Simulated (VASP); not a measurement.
Runs of VASP 6.6.1 on V. The structure is that of space group Im-3m (No. 229), or close to it. The cells are those of the table. 

```tsv
level	cell	k mesh	smearing	gap on the mesh (eV)	pressure (GPa)
r2SCAN	a = 2.524 Å, angles 109.5°, 1 atom	16 × 16 × 16	fermi-dirac 0.1 eV	none	(b)
r2SCAN	a = 2.552 Å, angles 109.5°, 1 atom	16 × 16 × 16	fermi-dirac 0.1 eV	none	8.8
r2SCAN	a = 2.604 Å, angles 109.5°, 1 atom	16 × 16 × 16	fermi-dirac 0.1 eV	none	(a)
PBE	a = 2.543 Å, angles 109.5°, 1 atom	51 × 51 × 51	fermi-dirac 0.0612256 eV	none	13.0
r2SCAN	a = 2.578 Å, angles 109.5°, 1 atom	16 × 16 × 16	fermi-dirac 0.1 eV	none	2.2
r2SCAN	a = 2.630 Å, angles 109.5°, 1 atom	16 × 16 × 16	fermi-dirac 0.1 eV	none	-8.5
```

Alike in all rows: task single point; potentials or basis VASP PAW PBE potentials, release 64 (V_sv); no spin polarisation; cutoff (eV) 520.

Question: Fill in the values left out.

Answer: (a) -3.5; (b) 16.5.

Caveats: the PAW data sets were made with another functional, which shifts forces and pressure a little (some runs).

A gap of «none» marks levels without a gap at the run's occupations.
